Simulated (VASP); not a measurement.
Here is a VASP 6.6.1 calculation.

Contents of INCAR:

```
  PREC = Accurate
  ENCUT = 520
  EDIFF = 1E-7
  ISMEAR = 0
  SIGMA = 0.1
  LREAL = Auto
  LASPH = True
  NELM = 100
  ALGO = Normal
  ISIF = 2
  LWAVE = False
  LCHARG = False
  LDIPOL = True
  IDIPOL = 3
  DIPOL = 0.5 0.5 0.325
  GGA = CA
  NBANDS = 58
```

Contents of KPOINTS:

```
Automatic mesh
0
Gamma
  4 3 1
```

POSCAR

```
SiC20
1.0
    8.4678362259      0.0000000000      0.0000000000
   -2.1169590565      8.6125407578      0.0000000000
    0.0000000000      0.0000000000     20.2388522190
C Si
20 1
Direct
    0.0782985465      0.9798608525      0.1976396664
    0.5782985464      0.9798608525      0.1976396664
    0.4116318798      0.9798608525      0.1976396664
    0.9116318798      0.9798608525      0.1976396664
    0.3232637596      0.9597217051      0.2574185988
    0.8232637596      0.9597217051      0.2574185988
    0.1565970930      0.9597217051      0.2574185988
    0.6565970930      0.9597217051      0.2574185988
    0.0672158667      0.9395274142      0.3171015104
    0.5672158667      0.9395274142      0.3171015104
    0.4025481500      0.9395274607      0.3171013842
    0.9025481500      0.9395274607      0.3171013842
    0.3115631202      0.9192172007      0.3770359519
    0.8115631202      0.9192172007      0.3770359519
    0.1480469498      0.9192171170      0.3770361882
    0.6480469498      0.9192171170      0.3770361882
    0.0480834488      0.9006588100      0.4317859592
    0.5480834488      0.9006588100      0.4317859592
    0.4022483205      0.9006591698      0.4317856780
    0.9022483205      0.9006591698      0.4317856780
    0.1730834488      0.9006588100      0.5071245884
```

Potentials or basis: VASP PAW LDA potentials, release 64 (C, Si).

Run with:

```sh
$ cat potpaw_LDA.64/C/POTCAR potpaw_LDA.64/Si/POTCAR > POTCAR
$ mpirun -np 1 vasp_std > vasp.out
```

(1) Predict the band gap on the k mesh.

(2) Predict the largest force.

Answers

(1) 0.10 eV, indirect (least direct gap 0.18 eV).

(2) 7.419 eV/Å.
